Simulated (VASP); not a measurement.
# Al3GaSb4 in VASP: a series of runs

The runs below take Al3GaSb4 through single point, with PBE, r2SCAN.

Program: VASP 6.6.1. These are calculated values, not measurements. Logs are shortened: lines on timing, memory, paths and dates and some standing lists are left out, and cuts for length are marked.

## 1. The cell of the first run

The typed cell holds 8 atoms: a = 6.210 Å, b = 6.229 Å, c = 7.610 Å, α = 114.16°, β = 114.02°, γ = 90.06°.

## 2. Single point, PBE

Contents of INCAR:

```
PREC = Accurate ; ENCUT = 520
EDIFF = 1E-7 ; ISMEAR = 0
SIGMA = 0.1 ; LREAL = False
LASPH = True ; NELM = 80
ALGO = Normal ; ISIF = 2
LWAVE = False ; LCHARG = False
GGA = PE ; NBANDS = 31
```

Contents of KPOINTS:

```
Automatic mesh
0
Gamma
  4 4 4
```

Contents of POSCAR:

```
Al3GaSb4
1.0
    6.2095651512     -0.0030695281      0.0017763563
   -0.0032359397      6.2289866700     -0.0018504414
   -3.1012455213     -3.1150190179      6.2127205126
Al Ga Sb
3 1 4
Direct
    0.5004200008      0.5003878193      0.0001057219
    0.7502698208      0.2500223810      0.5004654710
    0.2495249176      0.7497832107      0.4997394415
    0.0001559668     -0.0001916602      0.0000149017
    0.6247948689      0.6251551821      0.7496112613
    0.1252376629      0.1251586868      0.7502065765
    0.3749264420      0.8750548715      0.2500835442
    0.8746703202      0.3746295087      0.2497730818
```

Potentials or basis: VASP PAW PBE potentials, release 64 (Al, Ga_d, Sb).

Launch:

```
> cat potpaw_PBE.64/Al/POTCAR potpaw_PBE.64/Ga_d/POTCAR potpaw_PBE.64/Sb/POTCAR > POTCAR
> mpirun -np 1 vasp_std > vasp.out
```

OUTCAR:

```text
PREC = Accurate
   ENCUT = 520
   EDIFF = 1E-7
   ISMEAR = 0
   LREAL = False
   LASPH = True
   NELM = 80
   ISIF = 2
   GGA = PE

 ion  position               nearest neighbor table
   1  0.500  0.500  0.000-   5 2.69   7 2.69   6 2.69   8 2.69
   2  0.750  0.250  0.500-   5 2.69   7 2.69   6 2.69   8 2.69
   3  0.250  0.750  0.500-   7 2.69   8 2.69   6 2.69   5 2.69
   4  0.000  1.000  0.000-   5 2.69   6 2.69   8 2.69   7 2.69
   5  0.625  0.625  0.750-   2 2.69   4 2.69   1 2.69   3 2.69
   6  0.125  0.125  0.750-   4 2.69   3 2.69   2 2.69   1 2.69
   7  0.375  0.875  0.250-   3 2.69   2 2.69   1 2.69   4 2.69
   8  0.875  0.375  0.250-   3 2.69   4 2.69   2 2.69   1 2.69

  LATTYP: Found a triclinic cell.
 ALAT       =     8.7909366136
 B/A-ratio  =     1.3214578370
 C/A-ratio  =     0.8656949998
 COS(alpha) =     0.0000611280
 COS(beta)  =     0.5775500256
 COS(gamma) =     0.7555707165

  Lattice vectors:

 A1 = (  -6.2063292115,  -6.2259171419,   0.0000740851)
 A2 = (  -9.3108106725,  -3.1119494898,   6.2109441563)
 A3 = (  -3.1050836902,  -3.1108981240,  -6.2126464275)

Analysis of symmetry for initial positions (statically):
=====================================================================
 Subroutine PRICEL returns:
 Original cell was already a primitive cell.

 Routine SETGRP: Setting up the symmetry group for a
 triclinic supercell.

 Subroutine GETGRP returns: Found  1 space group operations
 (whereof  1 operations were pure point group operations)
 out of a pool of  2 trial point group operations.

The static configuration has the point symmetry C_1 .

Analysis of symmetry for dynamics (positions and initial velocities):
=====================================================================
 Subroutine PRICEL returns:
 Original cell was already a primitive cell.

 Routine SETGRP: Setting up the symmetry group for a
 triclinic supercell.

 Subroutine GETGRP returns: Found  1 space group operations
 (whereof  1 operations were pure point group operations)
 out of a pool of  2 trial point group operations.

The dynamic configuration has the point symmetry C_1 .

 Subroutine INISYM returns: Found  1 space group operations
 (whereof  1 operations are pure point group operations),
 and found     1 'primitive' translations

----------------------------------------------------------------------------------------

                                     Primitive cell

  volume of cell :     240.3021

  direct lattice vectors                    reciprocal lattice vectors
     6.209565151 -0.003069528  0.001776356     0.161018917  0.000107542  0.080430818
    -0.003235940  6.228986670 -0.001850441     0.000056332  0.160563709  0.080533754
    -3.101245521 -3.115019018  6.212720513    -0.000046022  0.000047793  0.160961071

  length of vectors
     6.209566164  6.228987785  7.610450935     0.179989499  0.179628488  0.160961085

  position of ions in fractional coordinates (direct lattice)
     0.500420001  0.500387819  0.000105722
     0.750269821  0.250022381  0.500465471
     0.249524918  0.749783211  0.499739441
     0.000155967  0.999808340  0.000014902
     0.624794869  0.625155182  0.749611261
     0.125237663  0.125158687  0.750206576
     0.374926442  0.875054871  0.250083544
     0.874670320  0.374629509  0.249773082

  ion indices of the primitive-cell ions
   primitive index   ion index
                 1           1
                 2           2
                 3           3
                 4           4
                 5           5
                 6           6
                 7           7
                 8           8

----------------------------------------------------------------------------------------

 KPOINTS: Automatic mesh

Automatic generation of k-mesh.
 Grid dimensions read from file:
 generate k-points for:    4    4    4

 Generating k-lattice:

  Cartesian coordinates                     Fractional coordinates (reciprocal lattice)
     0.040254729  0.000026886  0.020107704     0.250000000 -0.000000000  0.000000000
     0.000014083  0.040140927  0.020133439    -0.000000000  0.250000000  0.000000000
    -0.000011506  0.000011948  0.040240268    -0.000000000  0.000000000  0.250000000

  Length of vectors
     0.044997375  0.044907122  0.040240271

  Shift w.r.t. Gamma in fractional coordinates (k-lattice)
     0.000000000  0.000000000  0.000000000

 Subroutine IBZKPT returns following result:
 ===========================================

 Found     36 irreducible k-points:

 Following reciprocal coordinates:
            Coordinates               Weight
  0.000000  0.000000  0.000000      1.000000
  0.250000  0.000000  0.000000      2.000000
  0.500000  0.000000  0.000000      1.000000
 -0.000000  0.250000  0.000000      2.000000
  0.250000  0.250000  0.000000      2.000000
  0.500000  0.250000  0.000000      2.000000
[... 16 lines left out ...]
  0.000000 -0.250000  0.250000      2.000000
  0.250000 -0.250000  0.250000      2.000000
 [... further k-points ...]
   k-points           NKPTS =     36   k-points in BZ     NKDIM =     36   number of bands    NBANDS=     31
   number of dos      NEDOS =    301   number of ions     NIONS =      8
   total plane-waves  NPLWV = 138240
   dimension x,y,z NGX =    48 NGY =   48 NGZ =   60
   dimension x,y,z NGXF=    96 NGYF=   96 NGZF=  120
   ions per type =               3   1   4
   NGX,Y,Z   is equivalent  to a cutoff of  12.85, 12.81, 13.11 a.u.
   NGXF,Y,Z  is equivalent  to a cutoff of  25.70, 25.62, 26.21 a.u.
 SYSTEM =  unknown system
   PREC   = accura    normal or accurate (medium, high low for compatibility)
   ISTART =      0    job   : 0-new  1-cont  2-samecut
   ICHARG =      2    charge: 1-file 2-atom 10-const
   ISPIN  =      1    spin polarized calculation?
   LNONCOLLINEAR =      F non collinear calculations
   LSORBIT =      F    spin-orbit coupling
   LASPH  =      T    aspherical Exc in radial PAW
   ENCUT  =  520.0 eV  38.22 Ry    6.18 a.u.  11.55 11.58 14.15*2*pi/ulx,y,z
   NELM   =     80;   NELMIN=  2; NELMDL= -5     # of ELM steps
   EDIFF  = 0.1E-06   stopping-criterion for ELM
   LREAL  =      F    real-space projection
   EDIFFG = 0.1E-05   stopping-criterion for IOM
   NSW    =      0    number of steps for IOM
   IBRION =     -1    ionic relax: 0-MD 1-quasi-New 2-CG
   NFREE  =      0    steps in history (QN), initial steepest desc. (CG)
   ISIF   =      2    stress and relaxation
   ISYM   =      2    0-nonsym 1-usesym 2-fastsym
   POTIM  = 0.5000    time-step for ionic-motion
   TEBEG  =    0.0;   TEEND  =   0.0 temperature during run
   PSTRESS=    0.0 pullay stress
   NELECT =      42.0000    total number of electrons
   NUPDOWN=      -1.0000    fix difference up-down
   EMIN   =  10.00;   EMAX   =-10.00  energy-range for DOS
   EFERMI =   0.00;   METHOD = LEGACY
   ISMEAR =     0;   SIGMA  =   0.10  broadening in eV -4-tet -1-fermi 0-gaus
   EFERMI_NEDOS =   21; number of points for ismear=-14 and -15
   IALGO  =     38    algorithm
   IMIX   =      4    mixing-type and parameters
     AMIX     =   0.40;   BMIX     =  1.00
     AMIX_MAG =   1.60;   BMIX_MAG =  1.00
  volume/ion in A,a.u.               =      30.04       202.70
  Fermi-wavevector in a.u.,A,eV,Ry     =   0.915318  1.729700 11.399059  0.837807
  Thomas-Fermi vector in A             =   2.040046
   LORBIT       =      0    0 simple, 1 ext, 2 COOP (PROOUT), +10 PAW based schemes
   GGA     = PE    functional components
   LHFCALC =     F    Hartree Fock is set to
   AEXX    =    0.0000 exact exchange contribution
   IVDW    =     0    specifies the selected vdW correction
   LEPSILON=     F    determine dielectric tensor
   LRPA    =     F    only Hartree local field effects (RPA)
 non-spin polarized calculation
 Gauss-broadening in eV      SIGMA  =   0.10
  energy-cutoff  :      520.00
  volume of cell :      240.30
 maximum number of plane-waves:      6505
 NGX is ok and might be reduce to    48
   NGX = 23   NGY = 23   NGZ = 29

 number of electron      41.9999988 magnetization

 Free energy of the ion-electron system (eV)
  ---------------------------------------------------
  ext. energy  EPLUGINS =         0.00000000
  ---------------------------------------------------
  free energy    TOTEN  =       -31.98502281 eV

  energy without entropy =      -31.98502281  energy(sigma->0) =      -31.98502281

 E-fermi :   4.7972     XC(G=0):  -8.5926

 val. band max:        4.4325431396   @ k =   0.0000   0.0000   0.0000
 cond. band min:       5.1597090914   @ k =   0.5000   0.5000   0.0000
 fundamental gap:      0.7271659518
 Fermi energy:         4.7971734360

 k-point     1 :       0.0000    0.0000    0.0000
  band No.  band energies     occupation
      1     -10.3191      2.00000
      2     -10.3189      2.00000
      3     -10.3186      2.00000
      4     -10.2796      2.00000
      5     -10.2791      2.00000
      6      -6.2496      2.00000
[... 23 lines left out ...]
     30       8.4624      0.00000
     31       8.6555      0.00000

 k-point     2 :       0.2500    0.0000    0.0000
  band No.  band energies     occupation
      1     -10.3193      2.00000
      2     -10.3190      2.00000
      3     -10.3188      2.00000
      4     -10.2795      2.00000
      5     -10.2790      2.00000
      6      -6.0172      2.00000
[... 23 lines left out ...]
     30       8.5183      0.00000
     31       8.6349      0.00000

 k-point     3 :       0.5000    0.0000    0.0000
  band No.  band energies     occupation
      1     -10.3195      2.00000
      2     -10.3191      2.00000
      3     -10.3189      2.00000
      4     -10.2794      2.00000
      5     -10.2790      2.00000
      6      -5.4387      2.00000
[... 703 lines left out ...]
     30       8.5092      0.00000
     31       8.6217      0.00000

 k-point    24 :       0.2500   -0.2500    0.2500
  band No.  band energies     occupation
      1     -10.3193      2.00000
      2     -10.3192      2.00000
      3     -10.3190      2.00000
      4     -10.2795      2.00000
      5     -10.2789      2.00000
      6      -5.7188      2.00000
[... 23 lines left out ...]
     30       8.6186      0.00000
     31       9.4014      0.00000

 [... further k-points ...]

------------------------ aborting loop because EDIFF is reached ----------------------------------------

  FORCE on cell =-STRESS in cart. coord.  units (eV):
  Direction    XX          YY          ZZ          XY          YZ          ZX
  --------------------------------------------------------------------------------------
  -------------------------------------------------------------------------------------
  Total        0.4705226      0.2789929      0.4206215      0.0526450      0.0326628     -0.0345866
  in kB        3.1371366      1.8601421      2.8044287      0.3510021      0.2177743     -0.2306008
  external PRESSURE =       2.6005691 kB  Pullay stress =       0.0000000 kB

 VOLUME and BASIS-vectors are now :
 -----------------------------------------------------------------------------
  energy-cutoff  :      520.00
  volume of cell :      240.30
      direct lattice vectors                 reciprocal lattice vectors
     6.209565151 -0.003069528  0.001776356     0.161018917  0.000107542  0.080430818
    -0.003235940  6.228986670 -0.001850441     0.000056332  0.160563709  0.080533754
    -3.101245521 -3.115019018  6.212720513    -0.000046022  0.000047793  0.160961071

 POSITION                                       TOTAL-FORCE (eV/Angst)
 -----------------------------------------------------------------------------------
      3.10544      3.11504      0.00062        -0.005302     -0.004951     -0.000958
      3.10597     -0.00388      3.11012         0.001072      0.000108     -0.009246
     -0.00280      3.11293      3.10380         0.002021     -0.000226      0.005127
     -0.00231      6.22775     -0.00176        -0.000048      0.003960      0.001805
      1.55295      1.55711      4.65708         0.012968      0.015276      0.007801
     -1.54931     -1.55768      4.66081        -0.014645     -0.015398     -0.000924
      1.54973      4.67054      1.55275        -0.012505      0.018418     -0.004914
      4.65550      1.55283      1.55263         0.016440     -0.017186      0.001308
 -----------------------------------------------------------------------------------
    total drift:                                0.000026     -0.000066     -0.000005

  FREE ENERGIE OF THE ION-ELECTRON SYSTEM (eV)
  ---------------------------------------------------
  free  energy   TOTEN  =       -31.9850228125 eV

  energy  without entropy=      -31.9850228070  energy(sigma->0) =      -31.98502281
```

Run time: 11 min. Hardware: 1 thread of Intel Xeon 8259CL, shared host; peak memory 0.51 GiB.

What came out:

```yaml
Free_energy: -31.9850 eV
Pressure: 0.3 GPa
Largest_force: 0.024 eV/Å
Band_gap_on_the_k_mesh: 0.73 eV (least direct gap 0.82 eV)
```

Forces on the atoms (eV/Å):
```
Al  -0.005 -0.005 -0.001
Al   0.001  0.000 -0.009
Al   0.002  0.000  0.005
Ga   0.000  0.004  0.002
Sb   0.013  0.015  0.008
Sb  -0.015 -0.015 -0.001
Sb  -0.013  0.018 -0.005
Sb   0.016 -0.017  0.001
```

Stress tensor (GPa, compression positive):
```
 0.31  0.04 -0.02
 0.04  0.19  0.02
-0.02  0.02  0.28
```

Caveat: semilocal functionals underestimate gaps, and a narrow one can read as zero; spin-orbit coupling is left out, which moves the levels of the heavy elements. A k mesh can miss the band edges.

## 3. Single point, r2SCAN

This run uses another cell than the first one, of 30.12 Å³/atom.

Contents of POSCAR:

```
Al3GaSb4
1.0
   -3.1112432000      3.1112432000      6.2225244000
    3.1112432000     -3.1112432000      6.2225244000
    3.1112432000      3.1112432000     -6.2225244000
Al Ga Sb
3 1 4
Direct
    0.5000000000      0.5000000000      0.0000000000
    0.2500000000      0.7500000000      0.5000000000
    0.7500000000      0.2500000000      0.5000000000
    0.0000000000      0.0000000000      0.0000000000
    0.6252060000      0.6252060000      0.5004640000
    0.1247420000      0.1247420000      0.4995360000
    0.8752580000      0.3747940000      0.0000000000
    0.3747940000      0.8752580000      0.0000000000
```

Contents of INCAR.step1:

```
SYSTEM = Al3GaSb4
PREC = Accurate ; ENCUT = 520
ISMEAR = 0 ; SIGMA = 0.02
LREAL = .False. ; LASPH = .True.
NELM = 60 ; NBANDS = 31
GGA = PE ; ALGO = Normal
EDIFF = 1E-4 ; LWAVE = .True.
LCHARG = .False.
```

Contents of INCAR.step2:

```
SYSTEM = Al3GaSb4
PREC = Accurate ; ENCUT = 520
EDIFF = 1E-6 ; ISMEAR = 0
SIGMA = 0.02 ; LREAL = .False.
LASPH = .True. ; NELM = 60
ALGO = Normal ; ISIF = 2
LWAVE = .False. ; LCHARG = .False.
METAGGA = R2SCAN ; LMIXTAU = .True.
NBANDS = 31 ; ISTART = 1
```

Contents of KPOINTS:

```
regular mesh
0
Gamma
  6 6 6
  0 0 0
```

Potentials or basis: VASP PAW PBE potentials, release 64 (Al, Ga_d, Sb).

Launch:

```
> cat potpaw_PBE.64/Al/POTCAR potpaw_PBE.64/Ga_d/POTCAR potpaw_PBE.64/Sb/POTCAR > POTCAR
> cp INCAR.step1 INCAR
> mpirun -np 1 vasp_std > vasp.out
> cp INCAR.step2 INCAR
> mpirun -np 1 vasp_std > vasp.out
```

Wall time 52 min (1 thread of Intel Xeon 8259CL, shared host); peak memory 0.68 GiB.

The run converged. Its results:

```yaml
Free_energy: -136.4023 eV
Pressure: -1.3 GPa
Largest_force: 0.057 eV/Å
Band_gap_on_the_k_mesh: 1.04 eV (least direct gap 1.23 eV)
```

Forces in eV/Å, atoms in the order of the input:
```
Al   0.000  0.000  0.000
Al   0.000  0.000  0.000
Al   0.000  0.000  0.000
Ga   0.000  0.000  0.000
Sb   0.033  0.033  0.032
Sb  -0.033 -0.033  0.032
Sb  -0.033  0.033 -0.032
Sb   0.033 -0.033 -0.032
```

Levels at points of the mesh, in eV from the valence-band top:
```tsv
k point	band 17	band 18	band 19	band 20	band 21	band 22	band 23	band 24	band 25	band 26
(0.00, 0.00, 0.00)	-2.27	-2.27	0.00	0.00	0.00	1.23	1.56	1.74	3.26	3.26
(0.50, 0.00, 0.00)	-2.03	-1.96	-1.95	-1.13	-1.06	2.53	2.95	3.17	3.20	3.54
(0.50, 0.50, 0.00)	-1.04	-0.98	-0.96	-0.95	-0.94	1.04	1.58	2.69	2.74	3.96
(0.50, 0.50, 0.50)	-2.26	-1.48	-1.48	-1.41	-1.41	1.22	1.55	1.55	1.78	1.90
```

Caveat: the PAW data sets were made with another functional, which shifts forces and pressure a little; spin-orbit coupling is left out, which moves the levels of the heavy elements. A k mesh can miss the band edges.
